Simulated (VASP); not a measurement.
# TaSi2 in VASP: notebook

TaSi2 is run at these levels: PBE; tasks: single point.

All numbers are computed with VASP 6.6.1; they aren't measurements. Logs are shortened: lines on timing, memory, paths and dates and some standing lists are left out, and cuts for length are marked.

### Step 1. The cell of the first run

It takes space group C2/m (No. 12, monoclinic). The conventional cell has a = 4.878 Å, b = 3.116 Å, c = 6.145 Å, α = 90.00°, β = 90.76°, γ = 90.00°. Ta (site symmetry 2/m) has 6 Si at 2.67 to 2.72 Å and 6 Ta at 2.89 to 3.12 Å within 3.5 Å. Within 3.4 Å of Si (site symmetry m) lie 9 Si at 2.56 to 3.12 Å and 3 Ta at 2.67 to 2.72 Å.

### Step 2. Single point, PBE

INCAR

```
PREC = Accurate
ENCUT = 520
EDIFF = 1E-6
ISMEAR = 0
SIGMA = 0.1
LREAL = False
LASPH = True
NELM = 80
ALGO = Normal
ISIF = 2
LWAVE = False
LCHARG = False
GGA = PE
NBANDS = 16
```

KPOINTS

```
Automatic mesh
0
Gamma
  6 6 4
```

POSCAR

```
TaSi2
1.0
    2.4390139019     -1.5581902218      0.0000000000
    2.4390139019      1.5581902218      0.0000000000
   -0.0818803160      0.0000000000      6.1443070514
Ta Si
1 2
Direct
    0.0000000000      0.0000000000      0.5000000000
    0.6643652629      0.6643652629      0.8394056958
    0.3356347371      0.3356347371      0.1605943042
```

Potentials or basis: VASP PAW PBE potentials, release 64 (Ta_pv, Si).

On the command line:

```sh
cat potpaw_PBE.64/Ta_pv/POTCAR potpaw_PBE.64/Si/POTCAR > POTCAR
mpirun -np 1 vasp_std > vasp.out
```

OUTCAR:

```text
PREC = Accurate
   ENCUT = 520
   EDIFF = 1E-6
   ISMEAR = 0
   LREAL = False
   LASPH = True
   NELM = 80
   ISIF = 2
   GGA = PE

 ion  position               nearest neighbor table
   1  0.000  0.000  0.500-   2 2.67   3 2.67   2 2.72   2 2.72   3 2.72   3 2.72
   2  0.664  0.664  0.839-   3 2.56   3 2.64   3 2.64   1 2.67   1 2.72   1 2.72
   3  0.336  0.336  0.161-   2 2.56   2 2.64   2 2.64   1 2.67   1 2.72   1 2.72

  LATTYP: Found a base centered monoclinic cell.
 ALAT       =     4.8780278038
 B/A-ratio  =     0.6388607382
 C/A-ratio  =     1.2597002009
 COS(beta)  =    -0.0133250252

  Lattice vectors:

 A1 = (   2.4390139019,  -1.5581902218,   0.0000000000)
 A2 = (   2.4390139019,   1.5581902218,   0.0000000000)
 A3 = (  -0.0818803160,   0.0000000000,   6.1443070514)

Analysis of symmetry for initial positions (statically):
=====================================================================
 Subroutine PRICEL returns:
 Original cell was already a primitive cell.

 Routine SETGRP: Setting up the symmetry group for a
 base centered monoclinic supercell.

 Subroutine GETGRP returns: Found  4 space group operations
 (whereof  4 operations were pure point group operations)
 out of a pool of  4 trial point group operations.

The static configuration has the point symmetry C_2h.

Analysis of symmetry for dynamics (positions and initial velocities):
=====================================================================
 Subroutine PRICEL returns:
 Original cell was already a primitive cell.

 Routine SETGRP: Setting up the symmetry group for a
 base centered monoclinic supercell.

 Subroutine GETGRP returns: Found  4 space group operations
 (whereof  4 operations were pure point group operations)
 out of a pool of  4 trial point group operations.

The dynamic configuration has the point symmetry C_2h.

 Subroutine INISYM returns: Found  4 space group operations
 (whereof  4 operations are pure point group operations),
 and found     1 'primitive' translations

----------------------------------------------------------------------------------------

                                     Primitive cell

  volume of cell :      46.7022

  direct lattice vectors                    reciprocal lattice vectors
     2.439013902 -1.558190222  0.000000000     0.205000882 -0.320885084  0.002731884
     2.439013902  1.558190222  0.000000000     0.205000882  0.320885084  0.002731884
    -0.081880316  0.000000000  6.144307051     0.000000000  0.000000000  0.162752283

  length of vectors
     2.894260800  2.894260800  6.144852604     0.380788736  0.380788736  0.162752283

  position of ions in fractional coordinates (direct lattice)
     0.000000000  0.000000000  0.500000000
     0.664365263  0.664365263  0.839405696
     0.335634737  0.335634737  0.160594304

  ion indices of the primitive-cell ions
   primitive index   ion index
                 1           1
                 2           2
                 3           3

----------------------------------------------------------------------------------------

 KPOINTS: Automatic mesh

Automatic generation of k-mesh.
 Grid dimensions read from file:
 generate k-points for:    6    6    4

 Generating k-lattice:

  Cartesian coordinates                     Fractional coordinates (reciprocal lattice)
     0.034166814 -0.053480847  0.000455314     0.166666667 -0.000000000  0.000000000
     0.034166814  0.053480847  0.000455314    -0.000000000  0.166666667  0.000000000
     0.000000000  0.000000000  0.040688071     0.000000000  0.000000000  0.250000000

  Length of vectors
     0.063464789  0.063464789  0.040688071

  Shift w.r.t. Gamma in fractional coordinates (k-lattice)
     0.000000000  0.000000000  0.000000000

 Subroutine IBZKPT returns following result:
 ===========================================

 Found     47 irreducible k-points:

 Following reciprocal coordinates:
            Coordinates               Weight
  0.000000  0.000000  0.000000      1.000000
  0.166667 -0.000000  0.000000      4.000000
  0.333333  0.000000  0.000000      4.000000
  0.500000  0.000000  0.000000      2.000000
  0.166667  0.166667  0.000000      2.000000
  0.333333  0.166667  0.000000      4.000000
[... 16 lines left out ...]
 -0.333333  0.166667  0.250000      4.000000
 -0.166667  0.166667  0.250000      4.000000
 [... further k-points ...]
   k-points           NKPTS =     47   k-points in BZ     NKDIM =     47   number of bands    NBANDS=     16
   number of dos      NEDOS =    301   number of ions     NIONS =      3
   total plane-waves  NPLWV =  27648
   dimension x,y,z NGX =    24 NGY =   24 NGZ =   48
   dimension x,y,z NGXF=    48 NGYF=   48 NGZF=   96
   ions per type =               1   2
   NGX,Y,Z   is equivalent  to a cutoff of  13.79, 13.79, 12.99 a.u.
   NGXF,Y,Z  is equivalent  to a cutoff of  27.57, 27.57, 25.97 a.u.
 SYSTEM =  unknown system
   PREC   = accura    normal or accurate (medium, high low for compatibility)
   ISTART =      0    job   : 0-new  1-cont  2-samecut
   ICHARG =      2    charge: 1-file 2-atom 10-const
   ISPIN  =      1    spin polarized calculation?
   LNONCOLLINEAR =      F non collinear calculations
   LSORBIT =      F    spin-orbit coupling
   LASPH  =      T    aspherical Exc in radial PAW
   ENCUT  =  520.0 eV  38.22 Ry    6.18 a.u.   5.38  5.38 11.43*2*pi/ulx,y,z
   NELM   =     80;   NELMIN=  2; NELMDL= -5     # of ELM steps
   EDIFF  = 0.1E-05   stopping-criterion for ELM
   LREAL  =      F    real-space projection
   EDIFFG = 0.1E-04   stopping-criterion for IOM
   NSW    =      0    number of steps for IOM
   IBRION =     -1    ionic relax: 0-MD 1-quasi-New 2-CG
   NFREE  =      0    steps in history (QN), initial steepest desc. (CG)
   ISIF   =      2    stress and relaxation
   ISYM   =      2    0-nonsym 1-usesym 2-fastsym
   POTIM  = 0.5000    time-step for ionic-motion
   TEBEG  =    0.0;   TEEND  =   0.0 temperature during run
   PSTRESS=    0.0 pullay stress
   NELECT =      19.0000    total number of electrons
   NUPDOWN=      -1.0000    fix difference up-down
   EMIN   =  10.00;   EMAX   =-10.00  energy-range for DOS
   EFERMI =   0.00;   METHOD = LEGACY
   ISMEAR =     0;   SIGMA  =   0.10  broadening in eV -4-tet -1-fermi 0-gaus
   EFERMI_NEDOS =   21; number of points for ismear=-14 and -15
   IALGO  =     38    algorithm
   IMIX   =      4    mixing-type and parameters
     AMIX     =   0.40;   BMIX     =  1.00
     AMIX_MAG =   1.60;   BMIX_MAG =  1.00
  volume/ion in A,a.u.               =      15.57       105.05
  Fermi-wavevector in a.u.,A,eV,Ry     =   1.213054  2.292340 20.020974  1.471500
  Thomas-Fermi vector in A             =   2.348518
   LORBIT       =      0    0 simple, 1 ext, 2 COOP (PROOUT), +10 PAW based schemes
   GGA     = PE    functional components
   LHFCALC =     F    Hartree Fock is set to
   AEXX    =    0.0000 exact exchange contribution
   IVDW    =     0    specifies the selected vdW correction
   LEPSILON=     F    determine dielectric tensor
   LRPA    =     F    only Hartree local field effects (RPA)
 non-spin polarized calculation
 Gauss-broadening in eV      SIGMA  =   0.10
  energy-cutoff  :      520.00
  volume of cell :       46.70
 maximum number of plane-waves:      1272
 NGX is ok and might be reduce to    24

 number of electron      19.0000002 magnetization

 Free energy of the ion-electron system (eV)
  ---------------------------------------------------
  ext. energy  EPLUGINS =         0.00000000
  ---------------------------------------------------
  free energy    TOTEN  =       -22.69394321 eV

  energy without entropy =      -22.68661303  energy(sigma->0) =      -22.69027812

 E-fermi :   8.4365     XC(G=0): -11.7384

 val. band max:        8.4008915781   @ k =  -0.1667   0.3333   0.2500
 cond. band min:       8.4369441862   @ k =   0.1667   0.1667   0.5000
 fundamental gap:      0.0360526081
 Fermi energy:         8.4364516285

 k-point     1 :       0.0000    0.0000    0.0000
  band No.  band energies     occupation
      1     -25.9708      2.00000
      2     -25.3801      2.00000
      3     -25.2370      2.00000
      4      -4.6119      2.00000
      5      -0.1436      2.00000
      6       1.1880      2.00000
[... 8 lines left out ...]
     15      15.3305      0.00000
     16      16.1251      0.00000

 k-point     2 :       0.1667   -0.0000    0.0000
  band No.  band energies     occupation
      1     -25.9376      2.00000
      2     -25.5603      2.00000
      3     -25.3107      2.00000
      4      -4.0076      2.00000
      5       0.2280      2.00000
      6       2.0034      2.00000
[... 8 lines left out ...]
     15      15.4512      0.00000
     16      16.7092      0.00000

 k-point     3 :       0.3333    0.0000    0.0000
  band No.  band energies     occupation
      1     -25.9727      2.00000
      2     -25.8702      2.00000
      3     -25.3851      2.00000
      4      -2.2587      2.00000
      5       1.1718      2.00000
      6       3.6095      2.00000
[... 8 lines left out ...]
     15      14.4818      0.00000
     16      15.6703      0.00000

 k-point     4 :       0.5000    0.0000    0.0000
  band No.  band energies     occupation
      1     -26.1737      2.00000
      2     -25.8366      2.00000
      3     -25.4171      2.00000
      4       0.2303      2.00000
      5       0.6857      2.00000
      6       2.3159      2.00000
[... 8 lines left out ...]
     15      14.8406      0.00000
     16      16.1950      0.00000
[... 324 lines left out ...]
 k-point    22 :       0.5000    0.1667    0.2500
  band No.  band energies     occupation
      1     -26.1102      2.00000
      2     -25.8254      2.00000
      3     -25.5674      2.00000
      4      -0.3632      2.00000
      5       2.4368      2.00000
      6       2.7474      2.00000
[... 8 lines left out ...]
     15      14.0857      0.00000
     16      15.8474      0.00000

 k-point    23 :      -0.3333    0.1667    0.2500
  band No.  band energies     occupation
      1     -26.0117      2.00000
      2     -25.8369      2.00000
      3     -25.5940      2.00000
      4      -0.6911      2.00000
      5       1.5657      2.00000
      6       3.8159      2.00000
[... 8 lines left out ...]
     15      14.0660      0.00000
     16      15.8021      0.00000

 k-point    24 :      -0.1667    0.1667    0.2500
  band No.  band energies     occupation
      1     -25.8933      2.00000
      2     -25.7424      2.00000
      3     -25.4630      2.00000
      4      -2.7897      2.00000
      5       0.2879      2.00000
      6       4.0317      2.00000
[... 8 lines left out ...]
     15      14.0664      0.00000
     16      15.5847      0.00000

 [... further k-points ...]
[... 5 lines left out ...]
  --------------------------------------------------------------------------------------
  -------------------------------------------------------------------------------------
  Total        0.5751867     -0.1296218     -0.3327046      0.0000000      0.0000000      0.0644119
  in kB       19.7324849     -4.4468354    -11.4138401      0.0000000      0.0000000      2.2097275
  external PRESSURE =       1.2906031 kB  Pullay stress =       0.0000000 kB

 VOLUME and BASIS-vectors are now :
 -----------------------------------------------------------------------------
  energy-cutoff  :      520.00
  volume of cell :       46.70
      direct lattice vectors                 reciprocal lattice vectors
     2.439013902 -1.558190222  0.000000000     0.205000882 -0.320885084  0.002731884
     2.439013902  1.558190222  0.000000000     0.205000882  0.320885084  0.002731884
    -0.081880316  0.000000000  6.144307051     0.000000000  0.000000000  0.162752283

 POSITION                                       TOTAL-FORCE (eV/Angst)
 -----------------------------------------------------------------------------------
     -0.04094      0.00000      3.07215        -0.000000      0.000000      0.000000
      3.17206      0.00000      5.15757        -0.056050     -0.000000      0.013140
      1.62409      0.00000      0.98674         0.056050     -0.000000     -0.013140
 -----------------------------------------------------------------------------------
    total drift:                               -0.000000      0.000000      0.000000

  FREE ENERGIE OF THE ION-ELECTRON SYSTEM (eV)
  ---------------------------------------------------
  free  energy   TOTEN  =       -22.6939432105 eV

  energy  without entropy=      -22.6866130335  energy(sigma->0) =      -22.69027812
```

Run time: 16 s. Hardware: 1 thread of Intel Xeon 6975P-C (Granite Rapids), shared host; peak memory 0.18 GiB.

What came out:

```
Free energy   : -22.6939 eV
Pressure      : 0.1 GPa
Largest force : 0.058 eV/Å
```

Forces on the atoms (eV/Å):
```
Ta   0.000  0.000  0.000
Si  -0.056  0.000  0.013
Si   0.056  0.000 -0.013
```

Caveat: the k points lie up to 0.40 Å⁻¹ apart; spin-orbit coupling is left out, which moves the levels of the heavy elements.

### Step 3. Single point, PBE

This run uses another cell than the first one: it holds 6 atoms, not 3.

INCAR

```
SYSTEM = TaSi2
PREC = Accurate
ENCUT = 520
EDIFF = 1E-7
ISMEAR = 0
SIGMA = 0.2
LREAL = .FALSE.
LASPH = .TRUE.
NELM = 80
ALGO = Normal
ISIF = 2
LWAVE = .FALSE.
LCHARG = .TRUE.
GGA = PE
LELF = .TRUE.
LVHAR = .TRUE.
NBANDS = 28
```

KPOINTS

```
Automatic mesh
0
G
  12 12 2
  0 0 0
```

POSCAR

```
TaSi2
1.0
    2.8928481464     -0.1296664789     -0.0162685927
   -1.5607599996      2.6973791787      0.0009271106
   -0.0734711084     -0.0409954348     12.2894172150
Ta Si
2 4
Direct
    0.0000932788      0.0000344045      0.0000008956
   -0.0000717778     -0.0000434434      0.4999997526
    0.3289769558      0.6638781995      0.1697080220
    0.3285055967      0.6636683828      0.6696983220
    0.6712913379      0.3362381504      0.3302971801
    0.6712046085      0.3362243062      0.8302958277
```

Potentials or basis: VASP PAW PBE potentials, release 64 (Ta_pv, Si).

On the command line:

```sh
cat potpaw_PBE.64/Ta_pv/POTCAR potpaw_PBE.64/Si/POTCAR > POTCAR
mpirun -np 1 vasp_std > vasp.out
```

It took 3 min on 1 thread of Intel Xeon 6975P-C (Granite Rapids), shared host; peak memory 0.45 GiB.

The run converged. Its results:

```
Free energy            : -45.4603 eV
Pressure               : 0.1 GPa
Largest force          : 0.013 eV/Å
Band gap on the k mesh : zero (band 19 reaches 10.77 eV, above the bottom of band 20 at 6.88 eV)
```

Forces in eV/Å, atoms in the order of the input:
```
Ta  -0.001  0.000  0.000
Ta   0.000  0.000  0.000
Si  -0.011 -0.003  0.006
Si  -0.009 -0.002  0.006
Si   0.010  0.002 -0.006
Si   0.011  0.002 -0.006
```

Stress tensor (GPa, compression positive):
```
0.08 0.11 0.01
0.11 0.11 0.00
0.01 0.00 0.09
```

Levels at points of the mesh, in eV from the Fermi level:
```csv
k point,band 14,band 15,band 16,band 17,band 18,band 19,band 20,band 21,band 22,band 23
"(0.00, 0.00, 0.00)",-1.97,-0.58,-0.56,1.43,1.45,2.32,2.42,3.03,3.18,3.31
"(0.50, 0.00, 0.00)",-3.40,-2.83,-2.70,-1.99,-0.87,-0.25,-0.17,0.13,0.64,2.53
"(0.00, 0.50, 0.00)",-3.47,-3.25,-3.14,-2.36,-1.06,0.19,0.91,1.31,2.42,2.82
"(0.50, 0.50, 0.00)",-3.48,-3.26,-3.13,-2.37,-1.06,0.18,0.93,1.32,2.39,2.81
"(0.00, 0.00, 0.50)",-2.40,-0.57,-0.57,1.44,1.44,2.37,2.37,3.12,3.12,3.50
"(0.50, 0.00, 0.50)",-4.35,-2.28,-2.28,-1.37,-1.37,-0.63,-0.63,1.20,1.20,1.59
"(0.00, 0.50, 0.50)",-4.74,-2.55,-2.55,-2.04,-2.04,1.06,1.06,1.23,1.23,3.46
"(0.50, 0.50, 0.50)",-4.75,-2.55,-2.55,-2.04,-2.04,1.08,1.08,1.22,1.22,3.46
```

Caveat: spin-orbit coupling is left out, which moves the levels of the heavy elements.

### Step 4. Single point, PBE

INCAR

```
SYSTEM = TaSi2
PREC = Accurate ; ENCUT = 520
EDIFF = 1E-7 ; ISMEAR = 0
SIGMA = 0.1 ; LREAL = .False.
LASPH = .True. ; NELM = 100
ALGO = Normal ; ISIF = 2
LWAVE = .False. ; LCHARG = .False.
GGA = PE ; NBANDS = 16
```

KPOINTS

```
regular mesh
0
Gamma
  18 18 8
  0 0 0
```

POSCAR

```
TaSi2
1.0
    2.4434270719     -1.5562532717      0.0042541889
    2.4434270719      1.5562532717      0.0042541889
   -0.0713114171      0.0000000000      6.1413874879
Ta Si
1 2
Direct
    0.0000000000      0.0000000000      0.5000000000
    0.6614872459      0.6614872459      0.8388793256
    0.3385127541      0.3385127541      0.1611206744
```

Potentials or basis: VASP PAW PBE potentials, release 64 (Ta_pv, Si).

On the command line:

```sh
cat potpaw_PBE.64/Ta_pv/POTCAR potpaw_PBE.64/Si/POTCAR > POTCAR
mpirun -np 1 vasp_std > vasp.out
```

OUTCAR:

```text
SYSTEM = TaSi2
   PREC = Accurate
   ENCUT = 520
   EDIFF = 1E-7
   ISMEAR = 0
   LREAL = .False.
   LASPH = .True.
   NELM = 100
   ISIF = 2
   GGA = PE

 ion  position               nearest neighbor table
   1  0.000  0.000  0.500-   2 2.67   3 2.67   2 2.71   2 2.71   3 2.71   3 2.71
   2  0.661  0.661  0.839-   3 2.54   3 2.66   3 2.66   1 2.67   1 2.71   1 2.71
   3  0.339  0.339  0.161-   2 2.54   2 2.66   2 2.66   1 2.67   1 2.71   1 2.71

  LATTYP: Found a base centered monoclinic cell.
 ALAT       =     4.8868615507
 B/A-ratio  =     0.6369131827
 C/A-ratio  =     1.2567987512
 COS(beta)  =    -0.0098698584
[... 645 lines left out ...]
     16      16.3051      0.00000

 [... further k-points ...]
[... 5 lines left out ...]
  --------------------------------------------------------------------------------------
  -------------------------------------------------------------------------------------
  Total        0.0105088      0.0286496      0.0076875      0.0000000      0.0000000      0.0002220
  in kB        0.3604786      0.9827519      0.2636995      0.0000000      0.0000000      0.0076144
  external PRESSURE =       0.5356433 kB  Pullay stress =       0.0000000 kB

 VOLUME and BASIS-vectors are now :
 -----------------------------------------------------------------------------
  energy-cutoff  :      520.00
  volume of cell :       46.71
      direct lattice vectors                 reciprocal lattice vectors
     2.443427072 -1.556253272  0.004254189     0.204626485 -0.321284465  0.002376044
     2.443427072  1.556253272  0.004254189     0.204626485  0.321284465  0.002376044
    -0.071311417  0.000000000  6.141387488    -0.000283493  0.000000000  0.162826362

 POSITION                                       TOTAL-FORCE (eV/Angst)
 -----------------------------------------------------------------------------------
     -0.03566      0.00000      3.07069        -0.000000      0.000000      0.000000
      3.17277      0.00000      5.15751        -0.000674      0.000000      0.008111
      1.64277      0.00000      0.99238         0.000674      0.000000     -0.008111
 -----------------------------------------------------------------------------------
    total drift:                               -0.000000     -0.000000      0.000000

  FREE ENERGIE OF THE ION-ELECTRON SYSTEM (eV)
  ---------------------------------------------------
  free  energy   TOTEN  =       -22.7218680737 eV

  energy  without entropy=      -22.7164675856  energy(sigma->0) =      -22.71916783
```

It took 3.2 min on 1 thread of Intel Xeon 6975P-C (Granite Rapids), shared host; peak memory 0.58 GiB.

Results:

| Property | Result |
| --- | --- |
| Free energy | -22.7219 eV |
| Pressure | 0.1 GPa |
| Largest force | 0.008 eV/Å |

Forces in eV/Å, atoms in the order of the input:
```
Ta   0.000  0.000  0.000
Si  -0.001  0.000  0.008
Si   0.001  0.000 -0.008
```

Caveat: spin-orbit coupling is left out, which moves the levels of the heavy elements.

### Step 5. Summary

```csv
cell,k mesh,smearing,gap on the mesh (eV),pressure (GPa),largest force (eV/Å)
"a = 2.894, b = 2.894, c = 6.145 Å, angles 90.6, 90.6, 65.1°, 3 atoms",6 × 6 × 4,gaussian 0.1 eV,none,0.1,0.06
"a = 2.896, b = 3.116, c = 12.290 Å, angles 90.0, 90.7, 122.6°, 6 atoms",12 × 12 × 2,gaussian 0.2 eV,none,0.1,0.01
"a = 2.897, b = 2.897, c = 6.142 Å, angles 90.5, 90.5, 65.0°, 3 atoms",18 × 18 × 8,gaussian 0.1 eV,none,0.1,0.01
```

Alike in all rows: task single point; level PBE; potentials or basis VASP PAW PBE potentials, release 64 (Ta_pv, Si); no spin polarisation; cutoff (eV) 520.

Caveats: some runs use coarse meshes; spin-orbit coupling is left out, which moves the levels of the heavy elements.

Absolute energies hang on the potentials; compare differences alone.
